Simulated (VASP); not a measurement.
# H15NO6 in VASP: further runs, part 2 of 2

VASP 6.6.1.

## 5. Single point, PBE+D3(BJ)

INCAR reads:

```
PREC     = Accurate       # precision mode
ENCUT    = 520            # plane-wave cutoff, eV
EDIFF    = 1E-6           # SCF threshold, eV
ISMEAR   = -1             # smearing method
SIGMA    = 0.02           # smearing width, eV
LREAL    = Auto         
LASPH    = True           # aspherical terms in the spheres
NELM     = 60             # most SCF steps
ALGO     = Normal         # electronic algorithm
ISIF     = 2              # what is computed and relaxed
LWAVE    = False          # write WAVECAR
LCHARG   = True           # write CHGCAR
GGA      = PE             # functional
IVDW     = 12             # dispersion correction
LELF     = True           # ELF
LVHAR    = True         
NBANDS   = 45             # bands
```

KPOINTS reads:

```
Automatic mesh
0
Gamma
  1 1 1
```

POSCAR reads:

```
H15NO6
1.0
    5.8196320000      0.0000000000      0.0000000000
    0.0000000000      5.8196320000      0.0000000000
    0.0000000000      0.0000000000      5.8196320000
O H N
6 15 1
Direct
    0.9937054439      0.3582013433      0.0768089804
    0.3895435313      0.2666319795      0.3680988764
    0.6884799589      0.6293696921      0.2188798192
    0.1920911838      0.1708183610      0.7386893192
    0.6727744985      0.9897533040      0.6271015074
    0.3078717005      0.7343419653     -0.0308438747
    1.1098811746      0.2847087239      0.1557658629
    0.8691271201      0.4532245338      0.1436173284
    0.4643248920      0.4148887765      0.3655557602
    0.2904651016      0.2680410033      0.5094823865
    0.5605680909      0.6702485655      0.1223960553
    0.7188083370      0.7573846594      0.3238692756
    0.0921535932      0.2034664735      0.8772547817
    0.1253172022      0.0368580006      0.6624817514
    0.8017001762      1.0545855820      0.6847168343
    0.5906559040      1.1194178601      0.5768577807
    0.3750580793      0.8506723449     -0.1189594119
    0.2375751594      0.6141969114     -0.1289256778
    0.2395512294      0.6841669714      0.5028152983
   -0.0272525823      0.6445252896      0.5507564739
    0.0601756262      0.7970435244      0.3230788476
    0.0929783876      0.7726261729      0.4960451108
```

Potentials or basis: VASP PAW PBE potentials, release 64 (O, H, N).

Run with:

```console
> cat potpaw_PBE.64/O/POTCAR potpaw_PBE.64/H/POTCAR potpaw_PBE.64/N/POTCAR > POTCAR
> mpirun -np 1 vasp_gam > vasp.out
```

OUTCAR:

```text
PREC = Accurate
   ENCUT = 520
   EDIFF = 1E-6
   ISMEAR = -1
   LREAL = Auto
   LASPH = True
   NELM = 60
   ISIF = 2
   GGA = PE
   IVDW = 12
 IVDW          = 12

 ion  position               nearest neighbor table
   1  0.994  0.358  0.077-   7 0.92   8 0.99
   2  0.390  0.267  0.368-   9 0.97  10 1.00
   3  0.688  0.629  0.219-  11 0.96  12 0.98
   4  0.192  0.171  0.739-  14 0.98  13 1.01
   5  0.673  0.990  0.627-  15 0.90  16 0.94
   6  0.308  0.734  0.969-  17 0.93  18 0.99
   7  0.110  0.285  0.156-   1 0.92
   8  0.869  0.453  0.144-   1 0.99
   9  0.464  0.415  0.366-   2 0.97
  10  0.290  0.268  0.509-   2 1.00
  11  0.561  0.670  0.122-   3 0.96
  12  0.719  0.757  0.324-   3 0.98
  13  0.092  0.203  0.877-   4 1.01
  14  0.125  0.037  0.662-   4 0.98
  15  0.802  0.055  0.685-   5 0.90
  16  0.591  0.119  0.577-   5 0.94
  17  0.375  0.851  0.881-   6 0.93
  18  0.238  0.614  0.871-   6 0.99
  19  0.240  0.684  0.503-  22 1.00
[... 206 lines left out ...]
 cond. band min:       1.4704915943   @ k =   0.0000   0.0000   0.0000
 fundamental gap:      4.6256848428
 Fermi energy:        -2.6138686763

 k-point     1 :       0.0000    0.0000    0.0000
  band No.  band energies     occupation
      1     -22.5833      2.00000
      2     -22.2537      2.00000
      3     -21.9444      2.00000
      4     -21.7572      2.00000
      5     -21.2617      2.00000
      6     -20.9400      2.00000
[... 32 lines left out ...]
     39       8.0701      0.00000
     40       8.2701      0.00000
 [bands above 40 left out]

------------------------ aborting loop because EDIFF is reached ----------------------------------------

 Edisp (eV)   -0.84164

 E8    (eV) :    -0.1727

  FORCE on cell =-STRESS in cart. coord.  units (eV):
  Direction    XX          YY          ZZ          XY          YZ          ZX
  --------------------------------------------------------------------------------------
  -------------------------------------------------------------------------------------
  Total       8.86902     3.80846     4.81519    -2.27885    -1.62490     2.89158
  in kB      72.09411    30.95802    39.14151   -18.52421   -13.20840    23.50494
  external pressure =       47.40 kB  Pullay stress =        0.00 kB

 VOLUME and BASIS-vectors are now :
 -----------------------------------------------------------------------------
  energy-cutoff  :      520.00
  volume of cell :      197.10
      direct lattice vectors                 reciprocal lattice vectors
     5.819632000  0.000000000  0.000000000     0.171832171  0.000000000  0.000000000
     0.000000000  5.819632000  0.000000000     0.000000000  0.171832171  0.000000000
     0.000000000  0.000000000  5.819632000     0.000000000  0.000000000  0.171832171

 POSITION                                       TOTAL-FORCE (eV/Angst)
 -----------------------------------------------------------------------------------
      5.78300      2.08460      0.44700        -1.770071      0.438224     -2.897470
      2.26700      1.55170      2.14220        -0.301317     -0.207480      0.030580
      4.00670      3.66270      1.27380         0.677445     -0.046990      1.228254
      1.11790      0.99410      4.29890        -0.533152      0.466870      1.060220
      3.91530      5.76000      3.64950        -2.245557     -3.250965     -0.778609
      1.79170      4.27360      5.64013        -0.766874     -2.214600      1.360428
[... 14 lines left out ...]
      0.35020      4.63850      1.88020         0.294274     -0.114636      0.450179
      0.54110      4.49640      2.88680        -2.131133     -0.812203      0.093342
 -----------------------------------------------------------------------------------
    total drift:                               -0.007824      0.003355     -0.005375

  FREE ENERGIE OF THE ION-ELECTRON SYSTEM (eV)
  ---------------------------------------------------
  free  energy   TOTEN  =      -106.9861759375 eV

  energy  without entropy=     -106.9861759375  energy(sigma->0) =     -106.98617594
```

It used 46 s of CPU time on 1 thread of AMD EPYC 7R13 Processor (Zen 3), on a shared host.

What came out:

| Property | Result |
| --- | --- |
| Free energy | -106.9862 eV |
| Pressure | 4.7 GPa |
| Largest force | 4.273 eV/Å |
| Band gap on the k mesh | 4.63 eV |
| Dispersion energy per atom | -0.038 eV |

Forces on the atoms (eV/Å):
```
O   -1.770  0.438 -2.897
O   -0.301 -0.207  0.031
O    0.677 -0.047  1.228
O   -0.533  0.467  1.060
O   -2.246 -3.251 -0.779
O   -0.767 -2.215  1.360
H    1.947 -0.614  2.773
H    0.238 -0.045  0.646
H    0.461  0.430 -0.414
H    0.170 -0.070 -0.064
H   -1.275  0.380 -0.921
H   -0.292  0.134  0.005
H    0.195  0.514 -0.883
H    0.083 -1.061 -0.514
H    3.695  1.284  1.719
H   -1.681  1.418 -1.200
H    0.717  1.631 -1.668
H    0.417  0.724  0.667
H    1.230 -0.327 -0.233
H    0.869  1.344 -0.462
H    0.294 -0.115  0.450
N   -2.131 -0.812  0.093
```

Caveat: the k points lie up to 1.08 Å⁻¹ apart.
